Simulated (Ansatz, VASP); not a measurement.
## One calculation of RbBr, two programs

Contents of INCAR:

```
  ALGO = Normal
  EDIFF = 1E-6
  ENCUT = 520
  GGA = CA
  ISIF = 2
  ISMEAR = 0
  LASPH = True
  LCHARG = True
  LELF = True
  LREAL = False
  LVHAR = True
  LWAVE = False
  NBANDS = 15
  NELM = 80
  PREC = Accurate
  SIGMA = 0.05
```

The input KPOINTS:

```
k-points
0
Gamma
  6 6 6
```

File POSCAR:

```
RbBr
1.0
    0.0000000000      3.4275000000      3.4275000000
    3.4275000000      0.0000000000      3.4275000000
    3.4275000000      3.4275000000      0.0000000000
Rb Br
1 1
Direct
    0.0000000000      0.0000000000     -0.1237823687
    0.5000000000      0.5000000000      0.5000000000
```

Input for Ansatz:

```yaml
crystal:
  lattice:
    - [0.0, 3.4275, 3.4275]
    - [3.4275, 0.0, 3.4275]
    - [3.4275, 3.4275, 0.0]
  atoms:
    - { symbol: Rb, position: [0.0, 0.0, -0.1237823687] }
    - { symbol: Br, position: [0.5, 0.5, 0.5] }
basis:
  ecutwfc: 420
kpoints:
  mp_grid: { grid: [6, 6, 6] }
hamiltonian:
  xc: lda
scf:
  occupations: { method: gaussian, width: 0.05 }
output:
  forces: true
  stress: true
  eigenvalues: true
```

Alike in both runs: task single point; functional LDA; k mesh 6 × 6 × 6; occupations gaussian, width 0.05 eV; no spin polarisation.

|  | VASP | Ansatz |
| --- | --- | --- |
| version | VASP 6.6.1 | Ansatz 0.2.0 |
| potentials or method | VASP PAW LDA potentials, release 64 (Rb_sv, Br), cutoff 520 eV | scalar-relativistic, plane waves, PAW |
| valence electrons in the cell | 16 | 16 |

```tsv
	VASP	Ansatz	Ansatz less VASP
gap on the k mesh at the Fermi level (eV)	4.03	4.02	-0.010
least direct gap on the mesh (eV)	4.03	4.02	-0.010
pressure (GPa)	0.6	0.5	-0.07
traceless stress, the component that is largest in VASP (GPa)	-2.11	-2.07	+0.037
rms of the force components (eV/Å)	0.452	0.443	-0.0086
```

LDA's correlation is that of Perdew and Zunger in VASP and of Perdew and Wang (1992) in Ansatz. Atom by atom the forces differ by 0.009 eV/Å (rms over components).
